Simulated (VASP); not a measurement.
Write the native input for VASP 6.6.1 that does the following.

* Task: single point
* Functional: PBEsol
* Potentials or basis: VASP PAW PBE potentials, release 64 (Y_sv, P, Pd)
* Cutoff: 520 eV
* k mesh: 7 × 7 × 7
* Occupations: fermi-dirac, width 0.1 eV
* Spin: no spin polarisation
* Dipole correction: no
* Further INCAR settings: ALGO = Normal; EDIFF = 1e-06; NBANDS = 28

The structure of YP2Pd2 lies in POSCAR:

```
YP2Pd2
1.0
    5.6845994877      0.0217096051      0.0000001352
    2.7962319459      4.9493665803      0.0000001352
   -4.2404157846     -2.4855381324      2.8558915960
Y P Pd
1 2 2
Direct
    0.0000000000      0.0000000000      0.0000000000
    0.3885347769      0.3885347769      0.0000000000
    0.6114652231      0.6114652231      0.0000000000
    0.7500000000      0.2500000000      0.5000000000
    0.2500000000      0.7500000000      0.5000000000
```

The input as run:

INCAR

```
PREC = Accurate
ENCUT = 520
EDIFF = 1E-6
ISMEAR = -1
SIGMA = 0.1
LREAL = False
LASPH = True
NELM = 60
ALGO = Normal
ISIF = 2
LWAVE = False
LCHARG = True
GGA = PS
LELF = True
LVHAR = True
NBANDS = 28
```

KPOINTS

```
regular mesh
0
Gamma
  7 7 7
```

Potentials or basis: VASP PAW PBE potentials, release 64 (Y_sv, P, Pd).

The run is started by

```bash
$ cat potpaw_PBE.64/Y_sv/POTCAR potpaw_PBE.64/P/POTCAR potpaw_PBE.64/Pd/POTCAR > POTCAR
$ mpirun -np 1 vasp_std > vasp.out
```

Results of the run:

- Pressure: 0.1 GPa
- Largest force: 0.030 eV/Å

Caveat: the PAW data sets were made with another functional, which shifts forces and pressure a little.

Wall time 73 s on 1 thread of Intel(R) Xeon(R) 6975P-C (Granite Rapids), with other jobs on the host, peak memory 0.33 GiB.
